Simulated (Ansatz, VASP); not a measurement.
## Al2Cu in VASP and in Ansatz

```
Al Cu
1.0
    -2.03034    2.03034    2.85109
     2.03034   -2.03034    2.85109
     2.03034    2.03034   -2.85109
Al Cu
2 1
Direct
  0.75000 0.25000 0.50000
  0.25000 0.75000 0.50000
  0.50000 0.50000 0.00000
```

Alike in both runs: task single point; functional PBE; k mesh 12 × 12 × 12; occupations gaussian, width 0.05 eV; no spin polarisation.

|  | VASP | Ansatz |
| --- | --- | --- |
| version | VASP 6.6.1 | Ansatz 0.2.0 |
| potentials or method | VASP PAW PBE potentials, release 64 (Al, Cu), cutoff 520 eV | scalar-relativistic, plane waves, PAW |
| valence electrons in the cell | 17 | 25 |

```tsv
	VASP	Ansatz	Ansatz less VASP
gap on the k mesh at the Fermi level (eV)	none	none	-
pressure (GPa)	3.0	2.9	-0.07
traceless stress, the component that is largest in VASP (GPa)	0.26	0.26	+0.001
```

A gap of «none» marks a metal or a gap that the smearing closes. VASP's potentials hold 17 valence electrons a cell and Ansatz's 25, so a difference there can come from the potentials and not from the codes.
